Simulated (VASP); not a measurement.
Input of a VASP 6.6.1 run:

INCAR

```
PREC = Accurate
ENCUT = 600
EDIFF = 1E-6
ISMEAR = 0
SIGMA = 0.1
LREAL = False
LASPH = True
NELM = 80
ALGO = Normal
ISIF = 3
LWAVE = False
LCHARG = False
GGA = PE
IBRION = 2
NSW = 100
EDIFFG = -0.01
```

File KPOINTS:

```
Automatic mesh
0
Gamma
  26 26 24
```

The input POSCAR:

```
BN
1.0
    1.1362566840     -3.5725876694      0.0000000000
    1.1362566840      3.5725876694      0.0000000000
    0.0000000000      0.0000000000      2.2814890925
B N
1 1
Direct
    0.0000000000      0.0000000000      0.0000000000
    0.5000000000      0.5000000000      0.5000000000
```

Potentials or basis: VASP PAW PBE potentials, release 64 (B, N).

The run is started by

```sh
$ cat potpaw_PBE.64/B/POTCAR potpaw_PBE.64/N/POTCAR > POTCAR
$ mpirun -np 1 vasp_std > vasp.out
```

(1) Predict the relaxed cell.

(2) What does it give for the relaxed volume?

Results:

(1) a = 4.147 Å, b = 4.147 Å, c = 2.281 Å, α = 90.00°, β = 90.00°, γ = 148.07°.

(2) 10.37 Å³/atom.
